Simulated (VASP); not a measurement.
# Au (I4_1/amd) in VASP: relaxation of cell and atoms with revPBE

Aim: the relaxation of cell and atoms of Au with revPBE.

All numbers are computed with VASP 6.6.1; they aren't measurements. Logs are shortened: lines on timing, memory, paths and dates and some standing lists are left out, and cuts for length are marked.

### 1 The cell of the first run

It takes space group I4_1/amd (No. 141, tetragonal). Conventional cell: a = 5.072 Å, b = 5.072 Å, c = 2.769 Å, α = 90.00°, β = 90.00°, γ = 90.00°. Within 3.5 Å of Au (site symmetry -4m2) lie 10 Au at 2.63 to 3.28 Å.

### 2 Relaxation of cell and atoms, revPBE

Contents of INCAR:

```
PREC     = Accurate       # precision mode
ENCUT    = 600            # plane-wave cutoff, eV
EDIFF    = 1E-7           # SCF threshold, eV
ISMEAR   = -1             # smearing method
SIGMA    = 0.1            # smearing width, eV
LREAL    = False          # projectors in reciprocal space
LASPH    = True           # aspherical terms in the spheres
NELM     = 80             # most SCF steps
ALGO     = Normal         # electronic algorithm
ISIF     = 3              # what is computed and relaxed
LWAVE    = False          # write WAVECAR
LCHARG   = False          # write CHGCAR
GGA      = RE             # functional
IBRION   = 2              # ionic algorithm
NSW      = 80             # ionic steps
EDIFFG   = -0.01          # ionic threshold
ISYM     = 0
```

Contents of KPOINTS:

```
regular mesh
0
Gamma
  13 13 9
```

Contents of POSCAR:

```
Au
1.0
   -2.5357611069      2.5357611069      1.3845255643
    2.5357611069     -2.5357611069      1.3845255643
    2.5357611069      2.5357611069     -1.3845255643
Au
2
Direct
    0.0000000000      0.0000000000      0.0000000000
    0.7500000000      0.2500000000      0.5000000000
```

Potentials or basis: VASP PAW PBE potentials, release 64 (Au).

Command:

```bash
> cat potpaw_PBE.64/Au/POTCAR > POTCAR
> mpirun -np 1 vasp_std > vasp.out
```

OUTCAR:

```text
PREC = Accurate
   ENCUT = 600
   EDIFF = 1E-7
   ISMEAR = -1
   LREAL = False
   LASPH = True
   NELM = 80
   ISIF = 3
   GGA = RE
   IBRION = 2
   NSW = 80
   EDIFFG = -0.01
   ISYM = 0

 ion  position               nearest neighbor table
   1  0.000  0.000  0.000-   2 2.63   2 2.63   2 2.63   2 2.63   2 3.28   2 3.28   2 3.28   2 3.28

   2  0.750  0.250  0.500-   1 2.63   1 2.63   1 2.63   1 2.63   1 3.28   1 3.28   1 3.28   1 3.28

IMPORTANT INFORMATION: All symmetrisations will be switched off!
NOSYMM: (Re-)initialisation of all symmetry stuff for point group C_1.

----------------------------------------------------------------------------------------

                                     Primitive cell

  volume of cell :      35.6105

  direct lattice vectors                    reciprocal lattice vectors
    -2.535761107  2.535761107  1.384525564     0.000000000  0.197179458  0.361134538
     2.535761107 -2.535761107  1.384525564     0.197179458  0.000000000  0.361134538
     2.535761107  2.535761107 -1.384525564     0.197179458  0.197179458  0.000000000

  length of vectors
     3.844096750  3.844096750  3.844096750     0.411458252  0.411458252  0.278853863

  position of ions in fractional coordinates (direct lattice)
     0.000000000  0.000000000  0.000000000
     0.750000000  0.250000000  0.500000000

  ion indices of the primitive-cell ions
   primitive index   ion index
                 1           1
                 2           2

----------------------------------------------------------------------------------------

 KPOINTS: regular mesh

Automatic generation of k-mesh.
 Grid dimensions read from file:
 generate k-points for:   13   13    9

 Generating k-lattice:

  Cartesian coordinates                     Fractional coordinates (reciprocal lattice)
     0.000000000  0.015167651  0.027779580     0.076923077  0.000000000  0.000000000
     0.015167651  0.000000000  0.027779580     0.000000000  0.076923077  0.000000000
     0.021908829  0.021908829  0.000000000     0.000000000  0.000000000  0.111111111

  Length of vectors
     0.031650635  0.031650635  0.030983763

  Shift w.r.t. Gamma in fractional coordinates (k-lattice)
     0.000000000  0.000000000  0.000000000

 -----------------------------------------------------------------------------
|                                                                             |
|           W    W    AA    RRRRR   N    N  II  N    N   GGGG   !!!           |
|           W    W   A  A   R    R  NN   N  II  NN   N  G    G  !!!           |
|           W    W  A    A  R    R  N N  N  II  N N  N  G       !!!           |
|           W WW W  AAAAAA  RRRRR   N  N N  II  N  N N  G  GGG   !            |
|           WW  WW  A    A  R   R   N   NN  II  N   NN  G    G                |
|           W    W  A    A  R    R  N    N  II  N    N   GGGG   !!!           |
|                                                                             |
|     Your reciprocal lattice and k-lattice belong to different lattice       |
|     classes:                                                                |
|                                                                             |
|        The reciprocal lattice is body-centered tetragonal,                  |
|        whereas your k-lattice is base-centered monoclinic.                  |
|                                                                             |
|     Results are often still useful ...                                      |
|                                                                             |
 -----------------------------------------------------------------------------

 WARNING: IBZKPT: internal override: KBLOWUP is changed to .FALSE.
      ... skipping the blow-up phase ...

 Subroutine IBZKPT returns following result:
 ===========================================

 Found    761 irreducible k-points:

 Following reciprocal coordinates:
            Coordinates               Weight
  0.000000  0.000000  0.000000      1.000000
  0.076923  0.000000  0.000000      2.000000
  0.153846 -0.000000  0.000000      2.000000
  0.230769 -0.000000  0.000000      2.000000
  0.307692 -0.000000  0.000000      2.000000
  0.384615 -0.000000  0.000000      2.000000
[... 16 lines left out ...]
  0.153846  0.153846  0.000000      2.000000
  0.230769  0.153846  0.000000      2.000000
 [... further k-points ...]
   k-points           NKPTS =    761   k-points in BZ     NKDIM =    761   number of bands    NBANDS=     15
   number of dos      NEDOS =    301   number of ions     NIONS =      2
   total plane-waves  NPLWV =  32768
   dimension x,y,z NGX =    32 NGY =   32 NGZ =   32
   dimension x,y,z NGXF=    64 NGYF=   64 NGZF=   64
   ions per type =               2
   NGX,Y,Z   is equivalent  to a cutoff of  13.84, 13.84, 13.84 a.u.
   NGXF,Y,Z  is equivalent  to a cutoff of  27.68, 27.68, 27.68 a.u.
 SYSTEM =  unknown system
   PREC   = accura    normal or accurate (medium, high low for compatibility)
   ISTART =      0    job   : 0-new  1-cont  2-samecut
   ICHARG =      2    charge: 1-file 2-atom 10-const
   ISPIN  =      1    spin polarized calculation?
   LNONCOLLINEAR =      F non collinear calculations
   LSORBIT =      F    spin-orbit coupling
   LASPH  =      T    aspherical Exc in radial PAW
   ENCUT  =  600.0 eV  44.10 Ry    6.64 a.u.   7.68  7.68  7.68*2*pi/ulx,y,z
   NELM   =     80;   NELMIN=  2; NELMDL= -5     # of ELM steps
   EDIFF  = 0.1E-06   stopping-criterion for ELM
   LREAL  =      F    real-space projection
   EDIFFG = -.1E-01   stopping-criterion for IOM
   NSW    =     80    number of steps for IOM
   IBRION =      2    ionic relax: 0-MD 1-quasi-New 2-CG
   NFREE  =      1    steps in history (QN), initial steepest desc. (CG)
   ISIF   =      3    stress and relaxation
   ISYM   =      0    0-nonsym 1-usesym 2-fastsym
   POTIM  = 0.5000    time-step for ionic-motion
   TEBEG  =    0.0;   TEEND  =   0.0 temperature during run
   PSTRESS=    0.0 pullay stress
   NELECT =      22.0000    total number of electrons
   NUPDOWN=      -1.0000    fix difference up-down
   EMIN   =  10.00;   EMAX   =-10.00  energy-range for DOS
   EFERMI =   0.00;   METHOD = LEGACY
   ISMEAR =    -1;   SIGMA  =   0.10  broadening in eV -4-tet -1-fermi 0-gaus
   EFERMI_NEDOS =   21; number of points for ismear=-14 and -15
   IALGO  =     38    algorithm
   IMIX   =      4    mixing-type and parameters
     AMIX     =   0.40;   BMIX     =  1.00
     AMIX_MAG =   1.60;   BMIX_MAG =  1.00
  volume/ion in A,a.u.               =      17.81       120.16
  Fermi-wavevector in a.u.,A,eV,Ry     =   1.394301  2.634847 26.450746  1.944075
  Thomas-Fermi vector in A             =   2.517863
   LORBIT       =      0    0 simple, 1 ext, 2 COOP (PROOUT), +10 PAW based schemes
   GGA     = RE    functional components
   LHFCALC =     F    Hartree Fock is set to
   AEXX    =    0.0000 exact exchange contribution
   IVDW    =     0    specifies the selected vdW correction
   LEPSILON=     F    determine dielectric tensor
   LRPA    =     F    only Hartree local field effects (RPA)
 conjugate gradient relaxation of ions
 non-spin polarized calculation
  energy-cutoff  :      600.00
  volume of cell :       35.61
 maximum number of plane-waves:      1207
   NGX = 15   NGY = 15   NGZ = 15

--------------------------------------- Ionic step        1  -------------------------------------------

 number of electron      21.9999998 magnetization

 Free energy of the ion-electron system (eV)
  ---------------------------------------------------
  ext. energy  EPLUGINS =         0.00000000
  ---------------------------------------------------
  free energy    TOTEN  =        -4.91403077 eV

  energy without entropy =       -4.89431803  energy(sigma->0) =       -4.90417440

------------------------ aborting loop because EDIFF is reached ----------------------------------------

  FORCE on cell =-STRESS in cart. coord.  units (eV):
  Direction    XX          YY          ZZ          XY          YZ          ZX
  --------------------------------------------------------------------------------------
  -------------------------------------------------------------------------------------
  Total        5.2107118      5.2107165      2.1058771     -0.0037885     -0.0083046     -0.0083067
  in kB      234.4390703    234.4392824     94.7471076     -0.1704498     -0.3736389     -0.3737314
  external PRESSURE =     187.8751534 kB  Pullay stress =       0.0000000 kB
[... 273 lines left out ...]
  energy  without entropy=       -5.1894928410  energy(sigma->0) =       -5.19841462

--------------------------------------- Ionic step        9  -------------------------------------------

 number of electron      22.0000004 magnetization

 Free energy of the ion-electron system (eV)
  ---------------------------------------------------
  ext. energy  EPLUGINS =         0.00000000
  ---------------------------------------------------
  free energy    TOTEN  =        -5.20741917 eV

  energy without entropy =       -5.18954564  energy(sigma->0) =       -5.19848241

 E-fermi :   6.9628     XC(G=0): -11.5724

 val. band max:        6.9552529911   @ k =   0.3077   0.3846   0.4444
 cond. band min:       6.9905383255   @ k =   0.3077   0.3077   0.2222
 fundamental gap:      0.0352853344
 Fermi energy:         6.9627700511

 k-point     1 :       0.0000    0.0000    0.0000
  band No.  band energies     occupation
      1      -1.2113      2.00000
      2       1.3181      2.00000
      3       1.4080      2.00000
      4       1.4772      2.00000
      5       1.8597      2.00000
      6       4.4576      2.00000
      7       4.4578      2.00000
      8       4.4921      2.00000
      9       4.4922      2.00000
     10       5.1740      2.00000
     11       5.9719      1.99990
     12      10.7319      0.00000
     13      10.7354      0.00000
     14      13.3178      0.00000
     15      18.6404      0.00000
[... 397 lines left out ...]
 k-point    24 :       0.2308    0.1538    0.0000
  band No.  band energies     occupation
      1       1.2949      2.00000
      2       1.5909      2.00000
      3       2.2665      2.00000
      4       2.5334      2.00000
      5       2.8919      2.00000
      6       3.0854      2.00000
      7       3.2871      2.00000
      8       4.7747      2.00000
      9       5.0587      2.00000
     10       5.2864      2.00000
     11       5.6860      1.99999
     12      11.3455      0.00000
     13      13.2382      0.00000
     14      14.2735      0.00000
     15      16.4879      0.00000

 [... further k-points ...]

------------------------ aborting loop because EDIFF is reached ----------------------------------------

  FORCE on cell =-STRESS in cart. coord.  units (eV):
  Direction    XX          YY          ZZ          XY          YZ          ZX
  --------------------------------------------------------------------------------------
  -------------------------------------------------------------------------------------
  Total        0.0001138      0.0001140      0.0000190     -0.0055800      0.0083572      0.0083572
  in kB        0.0045247      0.0045314      0.0007570     -0.2218430      0.3322564      0.3322540
  external PRESSURE =       0.0032710 kB  Pullay stress =       0.0000000 kB
[... 17 lines left out ...]
  FREE ENERGIE OF THE ION-ELECTRON SYSTEM (eV)
  ---------------------------------------------------
  free  energy   TOTEN  =        -5.2074191732 eV

  energy  without entropy=       -5.1895456423  energy(sigma->0) =       -5.19848241

 reached required accuracy - stopping structural energy minimisation
```

Wall time 59 min (1 thread of Oxide Virtual Turin-like, shared host); peak memory 0.51 GiB.

What came out:

| Property | Result |
| --- | --- |
| Free energy | -5.2074 eV |
| Relaxed volume | 20.15 Å³/atom |
| Relaxed cell | a = 4.061 Å, b = 4.061 Å, c = 4.060 Å, α = 96.64°, β = 96.64°, γ = 140.22° |
| Space group after relaxing (to 0.1 Å) | I4_1/amd (No. 141) |
| Energy gained by relaxing | 146.7 meV/atom |
| Ionic steps | 9 |
| Pressure after relaxing | 0.0 GPa |
| Band gap on the k mesh | zero (bands 11 and 12 overlap by 4.32 eV) |

Forces in eV/Å, atoms in the order of the input:
```
Au  -0.001  0.001  0.000
Au   0.001 -0.001  0.000
```

The path:
| step | energy change (eV) | largest force (eV/Å) | pressure (GPa) | volume (Å³) |
| --- | --- | --- | --- | --- |
| 1 | 0.0000 | 0.0003 | 18.79 | 35.61 |
| 2 | -0.0186 | 0.0011 | -10.17 | 47.42 |
| 3 | -0.2778 | 0.0008 | -1.18 | 40.72 |
| 4 | -0.2780 | 0.0008 | -0.91 | 40.61 |
| 5 | -0.2780 | 0.0008 | -0.66 | 40.51 |
| 6 | -0.2929 | 0.0007 | 0.25 | 40.18 |
| 7 | -0.2931 | 0.0009 | 0.43 | 40.13 |
| 8 | -0.2933 | 0.0026 | -0.24 | 40.40 |
| 9 | -0.2934 | 0.0020 | 0.00 | 40.30 |

Final structure:
```
Au
1.0
    -2.70031    2.70068    1.38175
     2.70067   -2.70031    1.38175
     2.69984    2.69984   -1.38101
Au
2
Direct
  0.00000 0.00000 0.00000
  0.75000 0.25000 0.50000
```

Caveat: the PAW data sets were made with another functional, which shifts forces and pressure a little; spin-orbit coupling is left out, which moves the levels of the heavy elements.
